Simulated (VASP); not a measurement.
# SnO (P6_3mc) in VASP: further runs, part 2 of 3

VASP 6.6.1. Earlier steps stand in the parts before.

### Step 4. Single point, r2SCAN (volume changed by -3%)

Input file POSCAR:

```
SnO
1.0
    3.2642326416      0.0000000000      0.0000000000
   -1.6321163208      2.8269083915      0.0000000000
    0.0000000000      0.0000000000     18.1762702277
Sn O
4 4
Direct
    0.0000000000      0.0000000000     -0.0027326677
    0.3333333333      0.6666666667      0.2463782473
    0.0000000000      0.0000000000      0.4972673323
    0.6666666667      0.3333333333      0.7463782473
    0.0000000000      0.0000000000      0.1902282771
    0.3333333333      0.6666666667      0.4411261433
    0.0000000000      0.0000000000      0.6902282771
    0.6666666667      0.3333333333      0.9411261433
```

Input file INCAR.step1:

```
SYSTEM = SnO
  PREC = Accurate
  ENCUT = 520
  ISMEAR = 0
  SIGMA = 0.01
  LREAL = .FALSE.
  LASPH = .TRUE.
  NELM = 60
  NBANDS = 50
  GGA = PE
  ALGO = Normal
  EDIFF = 1E-4
  LWAVE = .TRUE.
  LCHARG = .FALSE.
```

Input file INCAR.step2:

```
SYSTEM = SnO
  PREC = Accurate
  ENCUT = 520
  EDIFF = 1E-6
  ISMEAR = 0
  SIGMA = 0.01
  LREAL = .FALSE.
  LASPH = .TRUE.
  NELM = 60
  ALGO = Normal
  ISIF = 2
  LWAVE = .FALSE.
  LCHARG = .FALSE.
  METAGGA = R2SCAN
  LMIXTAU = .TRUE.
  NBANDS = 50
  ISTART = 1
```

Input file KPOINTS:

```
regular mesh
0
G
  9 9 2
  0 0 0
```

Potentials or basis: VASP PAW PBE potentials, release 64 (Sn_d, O).

Run with:

```bash
> cat potpaw_PBE.64/Sn_d/POTCAR potpaw_PBE.64/O/POTCAR > POTCAR
> cp INCAR.step1 INCAR
> mpirun -np 1 vasp_std > vasp.out
> cp INCAR.step2 INCAR
> mpirun -np 1 vasp_std > vasp.out
```

OUTCAR:

```text
SYSTEM = SnO
   PREC = Accurate
   ENCUT = 520
   EDIFF = 1E-6
   ISMEAR = 0
   LREAL = .FALSE.
   LASPH = .TRUE.
   NELM = 60
   ISIF = 2
   METAGGA = R2SCAN
   ISTART = 1

 ion  position               nearest neighbor table
   1  0.000  0.000  0.997-   8 2.14   8 2.14   8 2.14
   2  0.333  0.667  0.246-   5 2.14   5 2.14   5 2.14
   3  0.000  0.000  0.497-   6 2.14   6 2.14   6 2.14
   4  0.667  0.333  0.746-   7 2.14   7 2.14   7 2.14
   5  0.000  0.000  0.190-   2 2.14   2 2.14   2 2.14
   6  0.333  0.667  0.441-   3 2.14   3 2.14   3 2.14
   7  0.000  0.000  0.690-   4 2.14   4 2.14   4 2.14
   8  0.667  0.333  0.941-   1 2.14   1 2.14   1 2.14

  LATTYP: Found a hexagonal cell.
 ALAT       =     3.2642326416
 C/A-ratio  =     5.5683133598

  Lattice vectors:

 A1 = (   3.2642326416,   0.0000000000,   0.0000000000)
 A2 = (  -1.6321163208,   2.8269083915,   0.0000000000)
 A3 = (   0.0000000000,   0.0000000000,  18.1762702277)

Analysis of symmetry for initial positions (statically):
=====================================================================
 Subroutine PRICEL returns:
 Original cell was already a primitive cell.

 Routine SETGRP: Setting up the symmetry group for a
 hexagonal supercell.

 Subroutine GETGRP returns: Found 12 space group operations
 (whereof  6 operations were pure point group operations)
 out of a pool of 24 trial point group operations.

The static configuration has the point symmetry C_3v.
 The point group associated with its full space group is C_6v.

Analysis of symmetry for dynamics (positions and initial velocities):
=====================================================================
 Subroutine PRICEL returns:
 Original cell was already a primitive cell.

 Routine SETGRP: Setting up the symmetry group for a
 hexagonal supercell.

 Subroutine GETGRP returns: Found 12 space group operations
 (whereof  6 operations were pure point group operations)
 out of a pool of 24 trial point group operations.

The dynamic configuration has the point symmetry C_3v.
 The point group associated with its full space group is C_6v.

 Subroutine INISYM returns: Found 12 space group operations
 (whereof  6 operations are pure point group operations),
 and found     1 'primitive' translations

----------------------------------------------------------------------------------------

                                     Primitive cell

  volume of cell :     167.7249

  direct lattice vectors                    reciprocal lattice vectors
     3.264232642  0.000000000  0.000000000     0.306350714  0.176871667  0.000000000
    -1.632116321  2.826908391  0.000000000     0.000000000  0.353743334  0.000000000
     0.000000000  0.000000000 18.176270228     0.000000000  0.000000000  0.055016788

  length of vectors
     3.264232642  3.264232642 18.176270228     0.353743334  0.353743334  0.055016788

  position of ions in fractional coordinates (direct lattice)
     0.000000000  0.000000000  0.997267332
     0.333333333  0.666666667  0.246378247
     0.000000000  0.000000000  0.497267332
     0.666666667  0.333333333  0.746378247
     0.000000000  0.000000000  0.190228277
[... 43 lines left out ...]
  0.000000  0.000000  0.000000      1.000000
  0.111111 -0.000000  0.000000      6.000000
  0.222222 -0.000000  0.000000      6.000000
  0.333333 -0.000000  0.000000      6.000000
  0.444444 -0.000000  0.000000      6.000000
  0.111111  0.111111  0.000000      6.000000
[... 16 lines left out ...]
  0.333333  0.222222  0.500000     12.000000
  0.333333  0.333333  0.500000      2.000000
   k-points           NKPTS =     24   k-points in BZ     NKDIM =     24   number of bands    NBANDS=     50
   number of dos      NEDOS =    301   number of ions     NIONS =      8
   total plane-waves  NPLWV =  80640
   dimension x,y,z NGX =    24 NGY =   24 NGZ =  140
   dimension x,y,z NGXF=    48 NGYF=   48 NGZF=  280
   ions per type =               4   4
   NGX,Y,Z   is equivalent  to a cutoff of  12.22, 12.22, 12.80 a.u.
   NGXF,Y,Z  is equivalent  to a cutoff of  24.45, 24.45, 25.61 a.u.
 SYSTEM =  SnO
   PREC   = accura    normal or accurate (medium, high low for compatibility)
   ISTART =      1    job   : 0-new  1-cont  2-samecut
   ICHARG =      0    charge: 1-file 2-atom 10-const
   ISPIN  =      1    spin polarized calculation?
   LNONCOLLINEAR =      F non collinear calculations
   LSORBIT =      F    spin-orbit coupling
   LASPH  =      T    aspherical Exc in radial PAW
   ENCUT  =  520.0 eV  38.22 Ry    6.18 a.u.   6.07  6.07 33.80*2*pi/ulx,y,z
   NELM   =     60;   NELMIN=  2; NELMDL=  0     # of ELM steps
   EDIFF  = 0.1E-05   stopping-criterion for ELM
   LREAL  =      F    real-space projection
   EDIFFG = 0.1E-04   stopping-criterion for IOM
   NSW    =      0    number of steps for IOM
   IBRION =     -1    ionic relax: 0-MD 1-quasi-New 2-CG
   NFREE  =      0    steps in history (QN), initial steepest desc. (CG)
   ISIF   =      2    stress and relaxation
   ISYM   =      2    0-nonsym 1-usesym 2-fastsym
   POTIM  = 0.5000    time-step for ionic-motion
   TEBEG  =    0.0;   TEEND  =   0.0 temperature during run
   PSTRESS=    0.0 pullay stress
   NELECT =      80.0000    total number of electrons
   NUPDOWN=      -1.0000    fix difference up-down
   EMIN   =  10.00;   EMAX   =-10.00  energy-range for DOS
   EFERMI =   0.00;   METHOD = LEGACY
   ISMEAR =     0;   SIGMA  =   0.01  broadening in eV -4-tet -1-fermi 0-gaus
   EFERMI_NEDOS =   21; number of points for ismear=-14 and -15
   IALGO  =     38    algorithm
   IMIX   =      4    mixing-type and parameters
     AMIX     =   0.40;   BMIX     =  1.00
     AMIX_MAG =   1.60;   BMIX_MAG =  1.00
  volume/ion in A,a.u.               =      20.97       141.48
  Fermi-wavevector in a.u.,A,eV,Ry     =   1.279103  2.417155 22.260564  1.636105
  Thomas-Fermi vector in A             =   2.411608
   LORBIT       =      0    0 simple, 1 ext, 2 COOP (PROOUT), +10 PAW based schemes
   METAGGA = R2SCAN    functional components
   LHFCALC =     F    Hartree Fock is set to
   AEXX    =    0.0000 exact exchange contribution
   IVDW    =     0    specifies the selected vdW correction
   LEPSILON=     F    determine dielectric tensor
   LRPA    =     F    only Hartree local field effects (RPA)
 non-spin polarized calculation
 Gauss-broadening in eV      SIGMA  =   0.01
  energy-cutoff  :      520.00
  volume of cell :      167.72
 maximum number of plane-waves:      4578
   NGX = 13   NGY = 13   NGZ = 67

 number of electron      80.0000009 magnetization

 Free energy of the ion-electron system (eV)
  ---------------------------------------------------
  ext. energy  EPLUGINS =         0.00000000
  ---------------------------------------------------
  free energy    TOTEN  =      -130.64906879 eV

  energy without entropy =     -130.64906879  energy(sigma->0) =     -130.64906879

 E-fermi :   4.2314     XC(G=0):  -9.7744

 val. band max:        4.1650386194   @ k =   0.3333   0.3333   0.0000
 cond. band min:       5.7524677201   @ k =   0.0000   0.0000   0.0000
 fundamental gap:      1.5874291007
 Fermi energy:         4.2313884825

 k-point     1 :       0.0000    0.0000    0.0000
  band No.  band energies     occupation
      1     -17.5689      2.00000
      2     -17.5677      2.00000
      3     -17.5543      2.00000
      4     -17.5530      2.00000
      5     -17.5515      2.00000
      6     -17.5515      2.00000
[... 1261 lines left out ...]
     49      11.2735      0.00000
     50      11.3220      0.00000

------------------------ aborting loop because EDIFF is reached ----------------------------------------

  FORCE on cell =-STRESS in cart. coord.  units (eV):
  Direction    XX          YY          ZZ          XY          YZ          ZX
  --------------------------------------------------------------------------------------
  -------------------------------------------------------------------------------------
  Total        3.2922811      3.2922811      1.9572336     -0.0000000      0.0000000      0.0000000
  in kB       31.4492206     31.4492206     18.6962987     -0.0000000      0.0000000      0.0000000
  external PRESSURE =      27.1982467 kB  Pullay stress =       0.0000000 kB

 VOLUME and BASIS-vectors are now :
 -----------------------------------------------------------------------------
  energy-cutoff  :      520.00
  volume of cell :      167.72
      direct lattice vectors                 reciprocal lattice vectors
     3.264232642  0.000000000  0.000000000     0.306350714  0.176871667  0.000000000
    -1.632116321  2.826908391  0.000000000     0.000000000  0.353743334  0.000000000
     0.000000000  0.000000000 18.176270228     0.000000000  0.000000000  0.055016788

 POSITION                                       TOTAL-FORCE (eV/Angst)
 -----------------------------------------------------------------------------------
      0.00000      0.00000     18.12660        -0.000000     -0.000000      0.436827
     -0.00000      1.88461      4.47824        -0.000000     -0.000000      0.437529
      0.00000      0.00000      9.03847         0.000000      0.000000      0.436827
      1.63212      0.94230     13.56637         0.000000      0.000000      0.437529
      0.00000      0.00000      3.45764        -0.000000     -0.000000     -0.435277
     -0.00000      1.88461      8.01803         0.000000     -0.000000     -0.439079
      0.00000      0.00000     12.54578         0.000000     -0.000000     -0.435277
      1.63212      0.94230     17.10616        -0.000000     -0.000000     -0.439079
 -----------------------------------------------------------------------------------
    total drift:                                0.000001      0.000001     -0.010871

  FREE ENERGIE OF THE ION-ELECTRON SYSTEM (eV)
  ---------------------------------------------------
  free  energy   TOTEN  =      -130.6490687910 eV

  energy  without entropy=     -130.6490687910  energy(sigma->0) =     -130.64906879
```

Wall time 9.3 min (1 thread of AMD EPYC 9R45 (Zen 5), shared host); peak memory 0.36 GiB.

What came out:

```yaml
Free_energy: -130.6491 eV
Pressure: 2.7 GPa
Largest_force: 0.439 eV/Å
Band_gap_on_the_k_mesh: 1.59 eV, indirect (least direct gap 2.04 eV)
```

Forces on the atoms (eV/Å):
```
Sn   0.000  0.000  0.437
Sn   0.000  0.000  0.438
Sn   0.000  0.000  0.437
Sn   0.000  0.000  0.438
O    0.000  0.000 -0.435
O    0.000  0.000 -0.439
O    0.000  0.000 -0.435
O    0.000  0.000 -0.439
```

Caveat: the PAW data sets were made with another functional, which shifts forces and pressure a little; spin-orbit coupling is left out, which moves the levels of the heavy elements.

### Step 5. Single point, r2SCAN (volume changed by +3%)

POSCAR: that of step 4 with these lines changed.

```diff
@@ -2,5 +2,5 @@
 1.0
-    3.2642326416      0.0000000000      0.0000000000
-   -1.6321163208      2.8269083915      0.0000000000
-    0.0000000000      0.0000000000     18.1762702277
+    3.3301945070      0.0000000000      0.0000000000
+   -1.6650972535      2.8840330426      0.0000000000
+    0.0000000000      0.0000000000     18.5435665642
 Sn O
```

Input file INCAR.step1:

```
PREC     = Accurate       # precision mode
ENCUT    = 520            # plane-wave cutoff, eV
ISMEAR   = 0              # smearing method
SIGMA    = 0.01           # smearing width, eV
LREAL    = False          # projectors in reciprocal space
LASPH    = True           # aspherical terms in the spheres
NELM     = 80             # most SCF steps
NBANDS   = 50             # bands
GGA      = PE             # functional
ALGO     = Normal         # electronic algorithm
EDIFF    = 1E-4           # SCF threshold, eV
LWAVE    = True           # write WAVECAR
LCHARG   = False          # write CHGCAR
```

Input file INCAR.step2:

```
PREC     = Accurate       # precision mode
ENCUT    = 520            # plane-wave cutoff, eV
EDIFF    = 1E-7           # SCF threshold, eV
ISMEAR   = 0              # smearing method
SIGMA    = 0.01           # smearing width, eV
LREAL    = False          # projectors in reciprocal space
LASPH    = True           # aspherical terms in the spheres
NELM     = 80             # most SCF steps
ALGO     = Normal         # electronic algorithm
ISIF     = 2              # what is computed and relaxed
LWAVE    = False          # write WAVECAR
LCHARG   = True           # write CHGCAR
METAGGA  = R2SCAN         # meta-GGA
LMIXTAU  = True         
LELF     = True           # ELF
LVHAR    = True         
NBANDS   = 50             # bands
ISTART   = 1
```

Input file KPOINTS:

```
regular mesh
0
Gamma
  9 9 2
```

Run with:

```bash
> cat potpaw_PBE.64/Sn_d/POTCAR potpaw_PBE.64/O/POTCAR > POTCAR
> cp INCAR.step1 INCAR
> mpirun -np 1 vasp_std > vasp.out
> cp INCAR.step2 INCAR
> mpirun -np 1 vasp_std > vasp.out
```

Wall time 39 min (1 thread of Oxide Virtual Turin-like, shared host); peak memory 0.43 GiB.

It converged, with:

```
Free energy            : -130.6908 eV
Pressure               : -1.5 GPa
Largest force          : 0.188 eV/Å
Band gap on the k mesh : 1.69 eV, indirect (least direct gap 2.12 eV)
```

Forces in eV/Å, atoms in the order of the input:
```
Sn   0.000  0.000 -0.185
Sn   0.000  0.000 -0.187
Sn   0.000  0.000 -0.185
Sn   0.000  0.000 -0.187
O    0.000  0.000  0.188
O    0.000  0.000  0.184
O    0.000  0.000  0.188
O    0.000  0.000  0.184
```

Stress tensor (GPa, compression positive):
```
-1.68  0.00  0.00
 0.00 -1.68  0.00
 0.00  0.00 -1.10
```

Levels at points of the mesh, in eV from the valence-band top:
```csv
k point,band 36,band 37,band 38,band 39,band 40,band 41,band 42,band 43,band 44,band 45
"(0.00, 0.00, 0.00)",-2.69,-2.14,-1.62,-1.60,-0.99,1.69,2.38,2.41,3.07,7.98
"(0.00, 0.00, 0.50)",-2.69,-1.99,-1.99,-1.19,-1.19,1.91,1.91,2.87,2.87,8.34
```

Caveat: the PAW data sets were made with another functional, which shifts forces and pressure a little; spin-orbit coupling is left out, which moves the levels of the heavy elements.

(Continued in part 3 of 3.)
